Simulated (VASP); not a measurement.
A run of VASP 6.6.1 is set up as follows.

INCAR

```
SYSTEM = V
ALGO     = Normal         ! electronic algorithm
EDIFF    = 1E-6           ! SCF threshold, eV
ENCUT    = 500            ! plane-wave cutoff, eV
GGA_COMPAT= .FALSE.      
ISIF     = 2              ! what is computed and relaxed
ISMEAR   = 0              ! smearing method
LASPH    = .TRUE.         ! aspherical terms in the spheres
LCHARG   = .TRUE.         ! write CHGCAR
LELF     = .TRUE.         ! ELF
LREAL    = .FALSE.        ! projectors in reciprocal space
LVHAR    = .TRUE.       
LWAVE    = .FALSE.        ! write WAVECAR
NBANDS   = 12             ! bands
NELM     = 120            ! most SCF steps
PREC     = Accurate       ! precision mode
SIGMA    = 0.05           ! smearing width, eV
```

File KPOINTS:

```
k-points
0
G
  22 22 22
  0 0 0
```

POSCAR

```
V
1.0
   -1.4429707529      1.4429707529      1.4429707529
    1.4429707529     -1.4429707529      1.4429707529
    1.4429707529      1.4429707529     -1.4429707529
V
1
Direct
    0.0000000000      0.0000000000      0.0000000000
```

Potentials or basis: VASP PAW LDA potentials, release 64 (V_sv).

The run is started by

```bash
$ cat potpaw_LDA.64/V_sv/POTCAR > POTCAR
$ mpirun -np 1 vasp_std > vasp.out
```

Task: What does it give for the pressure?

Result: 9.9 GPa.
